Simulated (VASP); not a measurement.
A run of VASP 6.6.1 is set up as follows.

File INCAR:

```
ALGO = Fast
EDIFF = 1E-6
ENCUT = 520
GGA = PS
ISIF = 2
ISMEAR = 0
LASPH = True
LCHARG = True
LELF = True
LREAL = False
LVHAR = True
LWAVE = False
NBANDS = 18
NELM = 100
PREC = Accurate
SIGMA = 0.1
```

KPOINTS

```
k-points
0
Gamma
  18 18 16
```

POSCAR

```
Cu
1.0
    1.2146947347     -3.9594664907      0.0000000000
    1.2146947347      3.9594664907      0.0000000000
    0.0000000000      0.0000000000      2.4675572805
Cu
2
Direct
    0.1338543804      0.8661456196      0.2500000000
    0.8661456196      0.1338543804      0.7500000000
```

Potentials or basis: VASP PAW PBE potentials, release 64 (Cu).

Command:

```console
$ cat potpaw_PBE.64/Cu/POTCAR > POTCAR
$ mpirun -np 1 vasp_std > vasp.out
```

Estimate the band gap on the k mesh.

zero (band 11 reaches 11.36 eV, above the bottom of band 12 at 5.69 eV).

What does it give for the pressure?

1.2 GPa.

Forces in eV/Å, atoms in the order of the input:
```
Cu   0.000  0.006  0.000
Cu   0.000 -0.006  0.000
```

Caveat: the PAW data sets were made with another functional, which shifts forces and pressure a little.
